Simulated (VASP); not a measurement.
Here is a VASP 6.6.1 calculation.

INCAR

```
SYSTEM = GaPt2F
ALGO     = Normal         ! electronic algorithm
EDIFF    = 1E-6           ! SCF threshold, eV
EDIFFG   = -0.01          ! ionic threshold
ENCUT    = 600            ! plane-wave cutoff, eV
GGA      = PE             ! functional
IBRION   = 2              ! ionic algorithm
ISIF     = 3              ! what is computed and relaxed
ISMEAR   = 0              ! smearing method
LASPH    = .TRUE.         ! aspherical terms in the spheres
LCHARG   = .FALSE.        ! write CHGCAR
LREAL    = .FALSE.        ! projectors in reciprocal space
LWAVE    = .FALSE.        ! write WAVECAR
NELM     = 100            ! most SCF steps
NSW      = 100            ! ionic steps
PREC     = Accurate       ! precision mode
SIGMA    = 0.1            ! smearing width, eV
```

File KPOINTS:

```
k-points
0
G
  18 18 6
  0 0 0
```

File POSCAR:

```
GaPt2F
1.0
    2.8420476706      0.0000000000      0.0000000000
   -1.4210238353      2.4612854815      0.0000000000
    0.0000000000      0.0000000000      8.8761822833
Ga Pt F
1 2 1
Direct
    0.0000000000      0.0000000000      0.0000000000
    0.0000000000      0.0000000000      0.2621320730
    0.0000000000      0.0000000000      0.7378679270
    0.0000000000      0.0000000000      0.5000000000
```

Potentials or basis: VASP PAW PBE potentials, release 64 (Ga_d, Pt, F).

Launch:

```bash
$ cat potpaw_PBE.64/Ga_d/POTCAR potpaw_PBE.64/Pt/POTCAR potpaw_PBE.64/F/POTCAR > POTCAR
$ mpirun -np 1 vasp_std > vasp.out
```

**Question.** Predict the relaxed cell.

**Answer.** a = 2.825 Å, b = 2.825 Å, c = 8.938 Å, α = 90.00°, β = 90.00°, γ = 120.00°.

**Question.** Estimate the relaxed volume.

**Answer.** 15.44 Å³/atom.

**Question.** Estimate the band gap on the k mesh.

**Answer.** Zero (bands 20 and 21 overlap by 1.66 eV).

**Question.** Estimate the space group after relaxing (to 0.1 Å).

**Answer.** P6/mmm (No. 191).

Forces in eV/Å, atoms in the order of the input:
```
Ga   0.000  0.000  0.000
Pt   0.000  0.000 -0.003
Pt   0.000  0.000  0.003
F    0.000  0.000  0.000
```

Caveat: spin-orbit coupling is left out, which moves the levels of the heavy elements.
